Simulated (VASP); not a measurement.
# TiAl3 (P1) in VASP: single point with PBEsol

Aim: the single point of TiAl3 with PBEsol.

Everything below comes from runs of VASP 6.6.1. Logs are shortened: lines on timing, memory, paths and dates and some standing lists are left out, and cuts for length are marked.

### Step 1. The cell of the first run

The typed cell holds 4 atoms: a = 2.781 Å, b = 4.671 Å, c = 4.893 Å, α = 90.00°, β = 90.00°, γ = 90.00°.

### Step 2. Single point, PBEsol (atom 4 (Al) moved -0.060 Å along Cartesian [1 1 0])

File INCAR:

```
SYSTEM = TiAl3
PREC = Accurate
ENCUT = 500
EDIFF = 1E-6
ISMEAR = 0
SIGMA = 0.15
LREAL = .FALSE.
LASPH = .TRUE.
NELM = 120
ALGO = Normal
ISIF = 2
LWAVE = .FALSE.
LCHARG = .FALSE.
GGA = PS
NBANDS = 18
GGA_COMPAT = .FALSE.
```

File KPOINTS:

```
Automatic mesh
0
G
  18 10 10
  0 0 0
```

File POSCAR:

```
TiAl3
1.0
    2.7813912058      0.0000000000      0.0000000000
    0.0000000000      4.6710700323      0.0000000000
    0.0000000000      0.0000000000      4.8934030395
Ti Al
1 3
Direct
    0.0000000000      0.5000000000      0.1631682049
    0.5000000000      0.5000000000      0.6640465240
    0.5000000000      0.0000000000      0.3331101826
   -0.0152536640     -0.0090828026      0.8396740885
```

Potentials or basis: VASP PAW PBE potentials, release 64 (Ti_sv, Al).

Command:

```
cat potpaw_PBE.64/Ti_sv/POTCAR potpaw_PBE.64/Al/POTCAR > POTCAR
mpirun -np 1 vasp_std > vasp.out
```

OUTCAR:

```text
SYSTEM = TiAl3
   PREC = Accurate
   ENCUT = 500
   EDIFF = 1E-6
   ISMEAR = 0
   LREAL = .FALSE.
   LASPH = .TRUE.
   NELM = 120
   ISIF = 2
   GGA = PS

 ion  position               nearest neighbor table
   1  0.000  0.500  0.163-   4 2.79   2 2.81   2 2.81   2 2.82   2 2.82   3 2.84   3 2.84   3 2.84
                             3 2.84   4 2.86
   2  0.500  0.500  0.664-   4 2.80   1 2.81   1 2.81   1 2.82   1 2.82   4 2.84   3 2.84   3 2.84
                             4 2.87   4 2.91
   3  0.500  0.000  0.333-   4 2.77   4 2.81   4 2.82   2 2.84   2 2.84   1 2.84   1 2.84   1 2.84
                             1 2.84   4 2.86
   4  0.985  0.991  0.840-   3 2.77   1 2.79   2 2.80   3 2.81   3 2.82   2 2.84   1 2.86   3 2.86
                             2 2.87   2 2.91

  LATTYP: Found a simple orthorhombic cell.
 ALAT       =     2.7813912058
 B/A-ratio  =     1.6794005901
 C/A-ratio  =     1.7593364893

  Lattice vectors:

 A1 = (   2.7813912058,   0.0000000000,   0.0000000000)
 A2 = (   0.0000000000,   4.6710700323,   0.0000000000)
 A3 = (   0.0000000000,   0.0000000000,   4.8934030395)

Analysis of symmetry for initial positions (statically):
=====================================================================
 Subroutine PRICEL returns:
 Original cell was already a primitive cell.

 Routine SETGRP: Setting up the symmetry group for a
 simple orthorhombic supercell.

 Subroutine GETGRP returns: Found  1 space group operations
 (whereof  1 operations were pure point group operations)
 out of a pool of  8 trial point group operations.

The static configuration has the point symmetry C_1 .

Analysis of symmetry for dynamics (positions and initial velocities):
=====================================================================
 Subroutine PRICEL returns:
 Original cell was already a primitive cell.

 Routine SETGRP: Setting up the symmetry group for a
 simple orthorhombic supercell.

 Subroutine GETGRP returns: Found  1 space group operations
 (whereof  1 operations were pure point group operations)
 out of a pool of  8 trial point group operations.

The dynamic configuration has the point symmetry C_1 .

 Subroutine INISYM returns: Found  1 space group operations
 (whereof  1 operations are pure point group operations),
 and found     1 'primitive' translations

----------------------------------------------------------------------------------------

                                     Primitive cell

  volume of cell :      63.5755

  direct lattice vectors                    reciprocal lattice vectors
     2.781391206  0.000000000  0.000000000     0.359532308  0.000000000  0.000000000
     0.000000000  4.671070032  0.000000000     0.000000000  0.214083710  0.000000000
     0.000000000  0.000000000  4.893403039     0.000000000  0.000000000  0.204356762

  length of vectors
     2.781391206  4.671070032  4.893403039     0.359532308  0.214083710  0.204356762

  position of ions in fractional coordinates (direct lattice)
     0.000000000  0.500000000  0.163168205
     0.500000000  0.500000000  0.664046524
     0.500000000  0.000000000  0.333110183
     0.984746336  0.990917197  0.839674088

  ion indices of the primitive-cell ions
   primitive index   ion index
                 1           1
                 2           2
                 3           3
                 4           4

----------------------------------------------------------------------------------------

 KPOINTS: Automatic mesh

Automatic generation of k-mesh.
 Grid dimensions read from file:
 generate k-points for:   18   10   10

 Generating k-lattice:

  Cartesian coordinates                     Fractional coordinates (reciprocal lattice)
     0.019974017  0.000000000  0.000000000     0.055555556  0.000000000  0.000000000
     0.000000000  0.021408371  0.000000000     0.000000000  0.100000000  0.000000000
     0.000000000  0.000000000  0.020435676     0.000000000  0.000000000  0.100000000

  Length of vectors
     0.019974017  0.021408371  0.020435676

  Shift w.r.t. Gamma in fractional coordinates (k-lattice)
     0.000000000  0.000000000  0.000000000

 Subroutine IBZKPT returns following result:
 ===========================================

 Found    904 irreducible k-points:

 Following reciprocal coordinates:
            Coordinates               Weight
  0.000000  0.000000  0.000000      1.000000
  0.055556  0.000000  0.000000      2.000000
  0.111111  0.000000  0.000000      2.000000
  0.166667  0.000000  0.000000      2.000000
  0.222222  0.000000  0.000000      2.000000
  0.277778  0.000000  0.000000      2.000000
[... 16 lines left out ...]
  0.333333 -0.100000  0.000000      2.000000
  0.388889  0.100000  0.000000      2.000000
 [... further k-points ...]
   k-points           NKPTS =    904   k-points in BZ     NKDIM =    904   number of bands    NBANDS=     18
   number of dos      NEDOS =    301   number of ions     NIONS =      4
   total plane-waves  NPLWV =  25920
   dimension x,y,z NGX =    20 NGY =   36 NGZ =   36
   dimension x,y,z NGXF=    40 NGYF=   72 NGZF=   72
   ions per type =               1   3
   NGX,Y,Z   is equivalent  to a cutoff of  11.95, 12.81, 12.23 a.u.
   NGXF,Y,Z  is equivalent  to a cutoff of  23.91, 25.63, 24.46 a.u.
 SYSTEM =  TiAl3
   PREC   = accura    normal or accurate (medium, high low for compatibility)
   ISTART =      0    job   : 0-new  1-cont  2-samecut
   ICHARG =      2    charge: 1-file 2-atom 10-const
   ISPIN  =      1    spin polarized calculation?
   LNONCOLLINEAR =      F non collinear calculations
   LSORBIT =      F    spin-orbit coupling
   LASPH  =      T    aspherical Exc in radial PAW
   ENCUT  =  500.0 eV  36.75 Ry    6.06 a.u.   5.07  8.52  8.92*2*pi/ulx,y,z
   NELM   =    120;   NELMIN=  2; NELMDL= -5     # of ELM steps
   EDIFF  = 0.1E-05   stopping-criterion for ELM
   LREAL  =      F    real-space projection
   EDIFFG = 0.1E-04   stopping-criterion for IOM
   NSW    =      0    number of steps for IOM
   IBRION =     -1    ionic relax: 0-MD 1-quasi-New 2-CG
   NFREE  =      0    steps in history (QN), initial steepest desc. (CG)
   ISIF   =      2    stress and relaxation
   ISYM   =      2    0-nonsym 1-usesym 2-fastsym
   POTIM  = 0.5000    time-step for ionic-motion
   TEBEG  =    0.0;   TEEND  =   0.0 temperature during run
   PSTRESS=    0.0 pullay stress
   NELECT =      21.0000    total number of electrons
   NUPDOWN=      -1.0000    fix difference up-down
   EMIN   =  10.00;   EMAX   =-10.00  energy-range for DOS
   EFERMI =   0.00;   METHOD = LEGACY
   ISMEAR =     0;   SIGMA  =   0.15  broadening in eV -4-tet -1-fermi 0-gaus
   EFERMI_NEDOS =   21; number of points for ismear=-14 and -15
   IALGO  =     38    algorithm
   IMIX   =      4    mixing-type and parameters
     AMIX     =   0.40;   BMIX     =  1.00
     AMIX_MAG =   1.60;   BMIX_MAG =  1.00
  volume/ion in A,a.u.               =      15.89       107.26
  Fermi-wavevector in a.u.,A,eV,Ry     =   1.131666  2.138538 17.424533  1.280667
  Thomas-Fermi vector in A             =   2.268365
   LORBIT       =      0    0 simple, 1 ext, 2 COOP (PROOUT), +10 PAW based schemes
   GGA     = PS    functional components
   LHFCALC =     F    Hartree Fock is set to
   AEXX    =    0.0000 exact exchange contribution
   IVDW    =     0    specifies the selected vdW correction
   LEPSILON=     F    determine dielectric tensor
   LRPA    =     F    only Hartree local field effects (RPA)
 non-spin polarized calculation
 Gauss-broadening in eV      SIGMA  =   0.15
  energy-cutoff  :      500.00
  volume of cell :       63.58
 maximum number of plane-waves:      1640
   NGX = 11   NGY = 17   NGZ = 17

 number of electron      20.9999999 magnetization

 Free energy of the ion-electron system (eV)
  ---------------------------------------------------
  ext. energy  EPLUGINS =         0.00000000
  ---------------------------------------------------
  free energy    TOTEN  =       -21.60043815 eV

  energy without entropy =      -21.57038084  energy(sigma->0) =      -21.58540949

 E-fermi :   8.2205     XC(G=0): -10.8100

 val. band max:        8.2192572134   @ k =  -0.1667  -0.3000   0.3000
 cond. band min:       8.2220166738   @ k =  -0.3889  -0.4000   0.2000
 fundamental gap:      0.0027594605
 Fermi energy:         8.2205445164

 k-point     1 :       0.0000    0.0000    0.0000
  band No.  band energies     occupation
      1     -47.9773      2.00000
      2     -24.4118      2.00000
      3     -24.4057      2.00000
      4     -23.9949      2.00000
      5      -2.0286      2.00000
      6       3.0222      2.00000
[... 10 lines left out ...]
     17      14.2802      0.00000
     18      14.5828      0.00000

 k-point     2 :       0.0556    0.0000    0.0000
  band No.  band energies     occupation
      1     -47.9752      2.00000
      2     -24.4098      2.00000
      3     -24.4038      2.00000
      4     -24.0115      2.00000
      5      -1.9684      2.00000
      6       3.0763      2.00000
[... 10 lines left out ...]
     17      14.2756      0.00000
     18      14.3715      0.00000

 k-point     3 :       0.1111    0.0000    0.0000
  band No.  band energies     occupation
      1     -47.9693      2.00000
      2     -24.4042      2.00000
      3     -24.3981      2.00000
      4     -24.0593      2.00000
      5      -1.7883      2.00000
      6       3.2381      2.00000
[... 10 lines left out ...]
     17      13.2597      0.00000
     18      14.2895      0.00000

 k-point     4 :       0.1667    0.0000    0.0000
  band No.  band energies     occupation
      1     -47.9601      2.00000
      2     -24.3954      2.00000
      3     -24.3893      2.00000
      4     -24.1319      2.00000
      5      -1.4897      2.00000
      6       3.5054      2.00000
[... 375 lines left out ...]
      4     -24.3563      2.00000
      5       0.1558      2.00000
      6       4.6283      2.00000
[... 10 lines left out ...]
     17      12.7952      0.00000
     18      13.4413      0.00000

 k-point    23 :       0.3333   -0.1000    0.0000
  band No.  band energies     occupation
      1     -47.9257      2.00000
      2     -24.3997      2.00000
      3     -24.3627      2.00000
      4     -24.3563      2.00000
      5       0.1559      2.00000
      6       4.6280      2.00000
[... 10 lines left out ...]
     17      12.7942      0.00000
     18      13.4347      0.00000

 k-point    24 :       0.3889    0.1000    0.0000
  band No.  band energies     occupation
      1     -47.9165      2.00000
      2     -24.4695      2.00000
      3     -24.3539      2.00000
      4     -24.3475      2.00000
      5       0.9005      2.00000
      6       4.8006      2.00000
[... 10 lines left out ...]
     17      12.3867      0.00000
     18      12.7974      0.00000

 [... further k-points ...]

------------------------ aborting loop because EDIFF is reached ----------------------------------------

  FORCE on cell =-STRESS in cart. coord.  units (eV):
  Direction    XX          YY          ZZ          XY          YZ          ZX
  --------------------------------------------------------------------------------------
  -------------------------------------------------------------------------------------
  Total        0.0167462      0.0463597      0.0820039      0.0095919     -0.0226059      0.0878043
  in kB        0.4220236      1.1683188      2.0665954      0.2417269     -0.5696957      2.2127733
  external PRESSURE =       1.2189793 kB  Pullay stress =       0.0000000 kB

 VOLUME and BASIS-vectors are now :
 -----------------------------------------------------------------------------
  energy-cutoff  :      500.00
  volume of cell :       63.58
      direct lattice vectors                 reciprocal lattice vectors
     2.781391206  0.000000000  0.000000000     0.359532308  0.000000000  0.000000000
     0.000000000  4.671070032  0.000000000     0.000000000  0.214083710  0.000000000
     0.000000000  0.000000000  4.893403039     0.000000000  0.000000000  0.204356762

 POSITION                                       TOTAL-FORCE (eV/Angst)
 -----------------------------------------------------------------------------------
      0.00000      2.33554      0.79845         0.015787     -0.100016      0.001168
      1.39070      2.33554      3.24945        -0.039685     -0.148846     -0.006150
      1.39070      0.00000      1.63004        -0.043794      0.011925      0.006364
      2.73896      4.62864      4.10886         0.067693      0.236937     -0.001382
 -----------------------------------------------------------------------------------
    total drift:                                0.000017     -0.000000      0.000079

  FREE ENERGIE OF THE ION-ELECTRON SYSTEM (eV)
  ---------------------------------------------------
  free  energy   TOTEN  =       -21.6004381501 eV

  energy  without entropy=      -21.5703808353  energy(sigma->0) =      -21.58540949
```

It took 8.8 min on 1 thread of Oxide Virtual Turin-like, shared host; peak memory 0.87 GiB.

What came out:

```yaml
Free_energy: -21.6004 eV
Pressure: 0.1 GPa
Largest_force: 0.246 eV/Å
Band_gap_on_the_k_mesh: zero (an odd number of electrons rules out a gap without spin polarisation)
```

Forces in eV/Å, atoms in the order of the input:
```
Ti   0.016 -0.100  0.001
Al  -0.040 -0.149 -0.006
Al  -0.044  0.012  0.006
Al   0.068  0.237 -0.001
```

Stress tensor (GPa, compression positive):
```
 0.04  0.02  0.22
 0.02  0.12 -0.06
 0.22 -0.06  0.21
```

Caveat: the cell differs from its parent crystal (atom 4 (Al) moved -0.060 Å along Cartesian [1 1 0]); the PAW data sets were made with another functional, which shifts forces and pressure a little.
